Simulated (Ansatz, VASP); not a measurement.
**One calculation of Sb, two programs**

```
Sb
1.0
     0.00000    2.63170    2.63170
     2.63170    0.00000    2.63170
     2.63170    2.63170    0.00000
Sb
2
Direct
  0.87500 0.87500 0.87500
  0.12500 0.12500 0.12500
```

Change from the starting cell: volume scaled by 0.45, PAW files.

Alike in both runs: task single point; functional PBEsol; k mesh 10 × 10 × 10; occupations fermi-dirac, width 0.1 eV; no spin polarisation.

|  | VASP | Ansatz |
| --- | --- | --- |
| version | VASP 6.6.1 | Ansatz 0.2.0 |
| potentials or method | VASP PAW PBE potentials, release 64 (Sb) | PAW with Ansatz's default frozen-core files, scalar-relativistic |
| plane-wave cutoff (eV) | 500 | 420 |
| valence electrons in the cell | 10 | 30 |

```csv
,VASP,Ansatz,Ansatz less VASP
pressure (GPa),151.9,150.2,-1.63
```

VASP's potentials were made for PBE, not for PBEsol. Both programs put the cell under a high pressure, so it lies far from rest at this level. VASP's potentials hold 10 valence electrons a cell and Ansatz's 30, so a difference there can come from the potentials and not from the codes.

Neither program's run includes spin-orbit coupling. Noted on VASP's run: the cell as given lies far from equilibrium.
